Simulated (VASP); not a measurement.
A run of VASP 6.6.1:

The input INCAR:

```
SYSTEM = PbF6
PREC = Accurate
ENCUT = 600
EDIFF = 1E-6
ISMEAR = 0
SIGMA = 0.1
LREAL = .FALSE.
LASPH = .TRUE.
NELM = 60
ALGO = Normal
ISIF = 3
LWAVE = .FALSE.
LCHARG = .FALSE.
GGA = PE
IBRION = 2
NSW = 90
EDIFFG = -0.04
```

KPOINTS

```
regular mesh
0
G
  4 4 4
  0 0 0
```

The input POSCAR:

```
PbF6
1.0
   -3.0806989400      3.0806989400      3.0806989400
    3.0806989400     -3.0806989400      3.0806989400
    3.0806989400      3.0806989400     -3.0806989400
Pb F
1 6
Direct
    0.0000000000      0.0000000000      0.0000000000
    0.0000000000      0.7097053400      0.7097053400
    0.0000000000      0.2902946600      0.2902946600
    0.7097053400      0.0000000000      0.7097053400
    0.2902946600      0.0000000000      0.2902946600
    0.7097053400      0.7097053400      0.0000000000
    0.2902946600      0.2902946600      0.0000000000
```

Potentials or basis: VASP PAW PBE potentials, release 64 (Pb_d, F).

Run with:

```bash
$ cat potpaw_PBE.64/Pb_d/POTCAR potpaw_PBE.64/F/POTCAR > POTCAR
$ mpirun -np 1 vasp_std > vasp.out
```

Hardware: 1 thread of Intel(R) Xeon(R) Platinum 8375C CPU @ 2.90GHz (Ice Lake), on a shared host.

Question: Estimate the wall time of this run.

Answer: It took 6.8 min on 1 thread of Intel(R) Xeon(R) Platinum 8375C CPU @ 2.90GHz (Ice Lake), on a shared host, peak memory 0.35 GiB. Counts: scf iterations 137, k points 8, ion steps 16.
